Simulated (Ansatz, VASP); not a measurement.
## Two plane-wave programs on Rh

File POSCAR:

```
Rh
1.0
    0.0000000000      1.9187650762      1.9187650762
    1.9187650762      0.0000000000      1.9187650762
    1.9187650762      1.9187650762      0.0000000000
Rh
1
Direct
    0.0000000000      0.0000000000      0.0000000000
```

Contents of INCAR.step1:

```
SYSTEM = Rh
PREC = Accurate
ENCUT = 520
ISMEAR = 0
SIGMA = 0.1
LREAL = .False.
LASPH = .True.
NELM = 100
NBANDS = 14
GGA = PE
ALGO = Normal
EDIFF = 1E-4
LWAVE = .True.
LCHARG = .False.
```

Contents of INCAR.step2:

```
SYSTEM = Rh
PREC = Accurate
ENCUT = 520
EDIFF = 1E-6
ISMEAR = 0
SIGMA = 0.1
LREAL = .False.
LASPH = .True.
NELM = 100
ALGO = Normal
ISIF = 2
LWAVE = .False.
LCHARG = .True.
METAGGA = R2SCAN
LMIXTAU = .True.
LELF = .True.
LVHAR = .True.
NBANDS = 14
ISTART = 1
```

The input KPOINTS:

```
regular mesh
0
Gamma
  18 18 18
  0 0 0
```

Input for Ansatz:

```yaml
crystal:
  lattice:
    - [0.0, 1.9187650762, 1.9187650762]
    - [1.9187650762, 0.0, 1.9187650762]
    - [1.9187650762, 1.9187650762, 0.0]
  atoms:
    - { symbol: Rh, position: [0.0, 0.0, 0.0] }
basis:
  ecutwfc: 500
kpoints:
  mp_grid: { grid: [18, 18, 18] }
hamiltonian:
  xc: r2scan
scf:
  occupations: { method: gaussian, width: 0.1 }
output:
  forces: true
  stress: true
  eigenvalues: true
  write_density: true
  write_potential: true
  elf: true
  volumetric_format: npy
```

Alike in both runs: task single point; functional r2SCAN; k mesh 18 × 18 × 18; occupations gaussian, width 0.1 eV; no spin polarisation.

|  | VASP | Ansatz |
| --- | --- | --- |
| version | VASP 6.6.1 | Ansatz 0.2.0 |
| potentials or method | VASP PAW PBE potentials, release 64 (Rh_pv), cutoff 520 eV | scalar-relativistic, plane waves, PAW |
| valence electrons in the cell | 15 | 17 |

Ansatz gave:

```
gap on the k mesh at the Fermi level (eV) : none
pressure (GPa)                            : -7.7
```

Which values does VASP return?

gap on the k mesh at the Fermi level (eV): none; pressure (GPa): -6.7.

VASP's potentials were made for PBE, not for r2SCAN. A gap of «none» marks a metal or a gap that the smearing closes. The functional is the same, so the differences come from potentials, cutoffs and numerics. VASP's potentials hold 15 valence electrons a cell and Ansatz's 17, so a difference there can come from the potentials and not from the codes.
